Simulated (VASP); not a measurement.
# Os (Fm-3m) in VASP: further runs

Aim: see how the results for Os move with the level of theory and the settings. Levels: BLYP+D3(BJ), PBEsol. Tasks: single point.

Program: VASP 6.6.1. These are calculated values, not measurements. Logs are shortened: lines on timing, memory, paths and dates and some standing lists are left out, and cuts for length are marked.

## (1) The cell of the first run

It takes space group Fm-3m (No. 225, cubic). The conventional cell has a = 3.890 Å, b = 3.890 Å, c = 3.890 Å, α = 90.00°, β = 90.00°, γ = 90.00°. Os (site symmetry m-3m) has 12 Os at 2.75 Å within 3.6 Å.

## (2) Single point, BLYP+D3(BJ)

File INCAR:

```
PREC = Accurate
ENCUT = 520
EDIFF = 1E-6
ISMEAR = 0
SIGMA = 0.1
LREAL = F
LASPH = T
NELM = 80
ALGO = Fast
ISIF = 2
LWAVE = F
LCHARG = F
GGA = B5
ALDAX = 1.0
AGGAX = 1.0
AGGAC = 1.0
ALDAC = 0.0
IVDW = 12
VDW_S6 = 1.0
VDW_S8 = 2.6996
VDW_A1 = 0.4298
VDW_A2 = 4.2359
NBANDS = 10
```

File KPOINTS:

```
Automatic mesh
0
Gamma
  12 12 12
```

File POSCAR:

```
Os
1.0
    0.0000000000      1.9450000000      1.9450000000
    1.9450000000      0.0000000000      1.9450000000
    1.9450000000      1.9450000000      0.0000000000
Os
1
Direct
    0.0000000000      0.0000000000      0.0000000000
```

Potentials or basis: VASP PAW PBE potentials, release 64 (Os).

On the command line:

```bash
$ cat potpaw_PBE.64/Os/POTCAR > POTCAR
$ mpirun -np 1 vasp_std > vasp.out
```

OUTCAR:

```text
PREC = Accurate
   ENCUT = 520
   EDIFF = 1E-6
   ISMEAR = 0
   LREAL = F
   LASPH = T
   NELM = 80
   ISIF = 2
   GGA = B5
   IVDW = 12
 IVDW          = 12

 ion  position               nearest neighbor table
   1  0.000  0.000  0.000-

  LATTYP: Found a face centered cubic cell.
 ALAT       =     3.8900000000

  Lattice vectors:

 A1 = (   0.0000000000,   1.9450000000,   1.9450000000)
 A2 = (   1.9450000000,   0.0000000000,   1.9450000000)
 A3 = (   1.9450000000,   1.9450000000,   0.0000000000)

Analysis of symmetry for initial positions (statically):
=====================================================================
 Subroutine PRICEL returns:
 Original cell was already a primitive cell.

 Routine SETGRP: Setting up the symmetry group for a
 face centered cubic supercell.

 Subroutine GETGRP returns: Found 48 space group operations
 (whereof 48 operations were pure point group operations)
 out of a pool of 48 trial point group operations.

The static configuration has the point symmetry O_h .

Analysis of symmetry for dynamics (positions and initial velocities):
=====================================================================
 Subroutine PRICEL returns:
 Original cell was already a primitive cell.

 Routine SETGRP: Setting up the symmetry group for a
 face centered cubic supercell.

 Subroutine GETGRP returns: Found 48 space group operations
 (whereof 48 operations were pure point group operations)
 out of a pool of 48 trial point group operations.

The dynamic configuration has the point symmetry O_h .

 Subroutine INISYM returns: Found 48 space group operations
 (whereof 48 operations are pure point group operations),
 and found     1 'primitive' translations

----------------------------------------------------------------------------------------

                                     Primitive cell

  volume of cell :      14.7160

  direct lattice vectors                    reciprocal lattice vectors
     0.000000000  1.945000000  1.945000000    -0.257069409  0.257069409  0.257069409
     1.945000000  0.000000000  1.945000000     0.257069409 -0.257069409  0.257069409
     1.945000000  1.945000000  0.000000000     0.257069409  0.257069409 -0.257069409

  length of vectors
     2.750645379  2.750645379  2.750645379     0.445257277  0.445257277  0.445257277

  position of ions in fractional coordinates (direct lattice)
     0.000000000  0.000000000  0.000000000

  ion indices of the primitive-cell ions
   primitive index   ion index
                 1           1

[... 81 lines left out ...]
   PSTRESS=    0.0 pullay stress
   NELECT =       8.0000    total number of electrons
   NUPDOWN=      -1.0000    fix difference up-down
   EMIN   =  10.00;   EMAX   =-10.00  energy-range for DOS
   EFERMI =   0.00;   METHOD = LEGACY
   ISMEAR =     0;   SIGMA  =   0.10  broadening in eV -4-tet -1-fermi 0-gaus
   EFERMI_NEDOS =   21; number of points for ismear=-14 and -15
   IALGO  =     68    algorithm
   IMIX   =      4    mixing-type and parameters
     AMIX     =   0.40;   BMIX     =  1.00
     AMIX_MAG =   1.60;   BMIX_MAG =  1.00
  volume/ion in A,a.u.               =      14.72        99.31
  Fermi-wavevector in a.u.,A,eV,Ry     =   1.336109  2.524880 24.288947  1.785187
  Thomas-Fermi vector in A             =   2.464761
   LORBIT       =      0    0 simple, 1 ext, 2 COOP (PROOUT), +10 PAW based schemes
   GGA     = B5    functional components
   LHFCALC =     F    Hartree Fock is set to
   AEXX    =    0.0000 exact exchange contribution
   IVDW    =    12    specifies the selected vdW correction
   LEPSILON=     F    determine dielectric tensor
   LRPA    =     F    only Hartree local field effects (RPA)
 non-spin polarized calculation
 RMM-DIIS sequential band-by-band and
 Gauss-broadening in eV      SIGMA  =   0.10
  energy-cutoff  :      520.00
  volume of cell :       14.72
 maximum number of plane-waves:       415
   NGX = 11   NGY = 11   NGZ = 11

 number of electron       8.0000000 magnetization

 Free energy of the ion-electron system (eV)
  ---------------------------------------------------
  ext. energy  EPLUGINS =         0.00000000
  ---------------------------------------------------
  free energy    TOTEN  =        -9.53946874 eV

  energy without entropy =       -9.53671878  energy(sigma->0) =       -9.53809376

 E-fermi :   9.2831     XC(G=0): -13.0557

 val. band max:        9.2504680808   @ k =  -0.3333   0.4167   0.0833
 cond. band min:       9.2994501732   @ k =  -0.0833   0.0833   0.0000
 fundamental gap:      0.0489820924
 Fermi energy:         9.2830620632

 k-point     1 :       0.0000    0.0000    0.0000
  band No.  band energies     occupation
      1      -0.9806      2.00000
      2       6.3948      2.00000
      3       6.3948      2.00000
      4       6.3948      2.00000
      5       9.2094      1.70218
      6       9.2094      1.70217
      7      23.7547      0.00000
      8      29.1988      0.00000
      9      29.1988      0.00000
     10      29.1988      0.00000
[... 287 lines left out ...]
 k-point    24 :      -0.4167    0.1667    0.0000
  band No.  band energies     occupation
      1       2.9838      2.00000
      2       5.4534      2.00000
      3       7.1178      2.00000
      4       7.2598      2.00000
      5      10.9703      0.00000
      6      14.1359      0.00000
      7      17.5127      0.00000
      8      25.0732      0.00000
      9      27.2439      0.00000
     10      29.2116      0.00000

 [... further k-points ...]

------------------------ aborting loop because EDIFF is reached ----------------------------------------

 Edisp (eV)   -1.49306

 E8    (eV) :    -1.1572

  FORCE on cell =-STRESS in cart. coord.  units (eV):
  Direction    XX          YY          ZZ          XY          YZ          ZX
  --------------------------------------------------------------------------------------
  -------------------------------------------------------------------------------------
  Total      -0.78106    -0.78106    -0.78106     0.00000     0.00000     0.00000
  in kB     -85.03660   -85.03660   -85.03660     0.00000     0.00000     0.00000
  external pressure =      -85.04 kB  Pullay stress =        0.00 kB

 VOLUME and BASIS-vectors are now :
 -----------------------------------------------------------------------------
  energy-cutoff  :      520.00
  volume of cell :       14.72
      direct lattice vectors                 reciprocal lattice vectors
     0.000000000  1.945000000  1.945000000    -0.257069409  0.257069409  0.257069409
     1.945000000  0.000000000  1.945000000     0.257069409 -0.257069409  0.257069409
     1.945000000  1.945000000  0.000000000     0.257069409  0.257069409 -0.257069409

 POSITION                                       TOTAL-FORCE (eV/Angst)
 -----------------------------------------------------------------------------------
      0.00000      0.00000      0.00000         0.000000      0.000000      0.000000
 -----------------------------------------------------------------------------------
    total drift:                                0.000000      0.000000     -0.000000

  FREE ENERGIE OF THE ION-ELECTRON SYSTEM (eV)
  ---------------------------------------------------
  free  energy   TOTEN  =       -11.0325258808 eV

  energy  without entropy=      -11.0297759230  energy(sigma->0) =      -11.03115090
```

OSZICAR:

```text
N       E                     dE             d eps       ncg     rms          rms(c)
DAV:   1     0.368353822908E+02    0.36835E+02   -0.40892E+03  1480   0.735E+02
DAV:   2    -0.908999199942E+01   -0.45925E+02   -0.43396E+02  1480   0.199E+02
DAV:   3    -0.101632294370E+02   -0.10732E+01   -0.10700E+01  1688   0.285E+01
DAV:   4    -0.101661371544E+02   -0.29077E-02   -0.29075E-02  1556   0.169E+00
DAV:   5    -0.101661483139E+02   -0.11160E-04   -0.11160E-04  1620   0.937E-02    0.152E+01
RMM:   6    -0.966938202622E+01    0.49677E+00   -0.26756E-01  1444   0.425E+00    0.622E+00
RMM:   7    -0.954231377154E+01    0.12707E+00   -0.25247E-01  1462   0.352E+00    0.513E-01
RMM:   8    -0.954099641219E+01    0.13174E-02   -0.98506E-03  1534   0.129E+00    0.675E-01
RMM:   9    -0.953969795041E+01    0.12985E-02   -0.14103E-03  1547   0.333E-01    0.206E-01
RMM:  10    -0.953946594130E+01    0.23201E-03   -0.32245E-04  1530   0.156E-01    0.162E-01
RMM:  11    -0.953946961994E+01   -0.36786E-05   -0.24294E-05  1617   0.585E-02    0.569E-02
RMM:  12    -0.953946873588E+01    0.88406E-06   -0.51299E-06  1579   0.191E-02
   1 F= -.11032526E+02 E0= -.11031151E+02  d E =-.274996E-02
```

stdout:

```text
POSCAR found type information on POSCAR Os
 POSCAR found :  1 types and       1 ions
 scaLAPACK will be used
 -----------------------------------------------------------------------------
|                                                                             |
|                                                                             |
|     You enforced a specific xc type in the INCAR file but a different       |
|     I HOPE YOU KNOW WHAT YOU ARE DOING!                                     |
|                                                                             |
 -----------------------------------------------------------------------------

 LDA part: xc-table for (Slater(with rela. corr.)+VWN5), standard interpolation
 POSCAR, INCAR and KPOINTS ok, starting setup
 FFT: planning ... GRIDC
 FFT: planning ... GRID_SOFT
 FFT: planning ... GRID
 WAVECAR not read
 entering main loop
```

Wall time 17 s (1 thread of Intel Xeon 6975P-C, shared host); peak memory 0.14 GiB.

What came out:

| Quantity | Value |
| --- | --- |
| Free energy | -11.0325 eV |
| Pressure | -8.5 GPa |
| Band gap on the k mesh | zero (band 4 reaches 11.72 eV, above the bottom of band 5 at 7.90 eV) |
| Dispersion energy per atom | -1.493 eV |

Caveat: the PAW data sets were made with another functional, which shifts forces and pressure a little; spin-orbit coupling is left out, which moves the levels of the heavy elements; pairwise dispersion overbinds metals, which lowers pressure and volume.

## (3) Single point, PBEsol

File INCAR:

```
SYSTEM = Os
  PREC = Accurate
  ENCUT = 520
  EDIFF = 1E-6
  ISMEAR = 0
  SIGMA = 0.15
  LREAL = .False.
  LASPH = .True.
  NELM = 100
  ALGO = Fast
  ISIF = 2
  LWAVE = .False.
  LCHARG = .True.
  GGA = PS
  LELF = .True.
  LVHAR = .True.
  NBANDS = 10
```

File KPOINTS:

```
Automatic mesh
0
Gamma
  7 7 7
  0 0 0
```

POSCAR is that of step 2.

Potentials or basis: VASP PAW PBE potentials, release 64 (Os).

On the command line:

```bash
$ cat potpaw_PBE.64/Os/POTCAR > POTCAR
$ mpirun -np 1 vasp_std > vasp.out
```

It took 2.9 s on 1 thread of Intel Xeon 6975P-C (Granite Rapids), shared host; peak memory 0.12 GiB.

Results (log left out):

| Property | Result |
| --- | --- |
| Free energy | -12.0033 eV |
| Pressure | -19.0 GPa |
| Band gap on the k mesh | zero (band 4 reaches 10.54 eV, above the bottom of band 5 at 7.42 eV) |

Levels at points of the mesh, in eV from the Fermi level:
| k point | band 1 | band 2 | band 3 | band 4 | band 5 | band 6 | band 7 | band 8 | band 9 |
| --- | --- | --- | --- | --- | --- | --- | --- | --- | --- |
| (0.00, 0.00, 0.00) | -10.33 | -2.71 | -2.71 | -2.71 | 0.13 | 0.13 | 14.39 | 19.90 | 19.90 |

Caveat: the k points lie up to 0.40 Å⁻¹ apart; the PAW data sets were made with another functional, which shifts forces and pressure a little; spin-orbit coupling is left out, which moves the levels of the heavy elements.
